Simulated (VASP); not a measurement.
Wanted: the native input for a VASP 6.6.1 run.

| Item | Value |
| --- | --- |
| Task | single point |
| Functional | HSE06 |
| Potentials or basis | VASP PAW PBE potentials, release 64 (C, Si) |
| Cutoff | 520 eV |
| k mesh | 4 × 4 × 4 |
| Occupations | gaussian, width 0.01 eV |
| Spin | no spin polarisation |
| Dipole correction | no |
| Grid for exact exchange (PRECFOCK) | Normal |
| Further INCAR settings | ALGO = Normal; EDIFF = 1e-06; NBANDS = 16 |
| Screening parameter | 0.2079 1/Å |

Crystal: SiC3.

```
C Si
1.0
     2.79640    0.00000    0.00000
     0.00000    2.79640    0.00000
     0.00000    0.00000    4.09004
C Si
3 1
Cartesian
  1.3982 0.0000 3.2159
  1.3982 1.3982 0.0000
  0.0000 1.3982 0.8742
  0.0000 0.0000 2.0450
```

One way to write it, as run:

POSCAR

```
SiC3
1.0
    2.7964006874      0.0000000000      0.0000000000
    0.0000000000      2.7964006874      0.0000000000
    0.0000000000      0.0000000000      4.0900436006
C Si
3 1
Direct
    0.5000000000      0.0000000000      0.7862689761
    0.5000000000      0.5000000000      0.0000000000
    0.0000000000      0.5000000000      0.2137310239
    0.0000000000      0.0000000000      0.5000000000
```

INCAR.step1

```
PREC = Accurate
ENCUT = 520
EDIFF = 1E-5
ISMEAR = 0
SIGMA = 0.01
LREAL = F
LASPH = T
NELM = 80
ALGO = Normal
ISIF = 2
LWAVE = T
LCHARG = F
GGA = PE
NBANDS = 16
```

INCAR.step2

```
PREC = Accurate
ENCUT = 520
EDIFF = 1E-6
ISMEAR = 0
SIGMA = 0.01
LREAL = F
LASPH = T
NELM = 80
ALGO = Normal
ISIF = 2
LWAVE = F
LCHARG = F
GGA = PE
LHFCALC = T
HFSCREEN = 0.2079
PRECFOCK = Normal
ISTART = 1
NBANDS = 16
```

KPOINTS

```
regular mesh
0
Gamma
  4 4 4
```

Potentials or basis: VASP PAW PBE potentials, release 64 (C, Si).

The run is started by

```console
$ cat potpaw_PBE.64/C/POTCAR potpaw_PBE.64/Si/POTCAR > POTCAR
$ cp INCAR.step1 INCAR
$ mpirun -np 1 vasp_std > vasp.out
$ cp INCAR.step2 INCAR
$ mpirun -np 1 vasp_std > vasp.out
```

Results of the run:

```json
{
  "Pressure": "-3.2 GPa",
  "Largest force": "0.237 eV/Å",
  "Band gap on the k mesh": "2.62 eV, indirect (least direct gap 2.92 eV)"
}
```

Caveat: the k points lie up to 0.56 Å⁻¹ apart; the PAW data sets were made with another functional, which shifts forces and pressure a little.

It took 2.5 min on 1 thread of Intel(R) Xeon(R) 6975P-C (Granite Rapids) (shared host), peak memory 0.25 GiB.
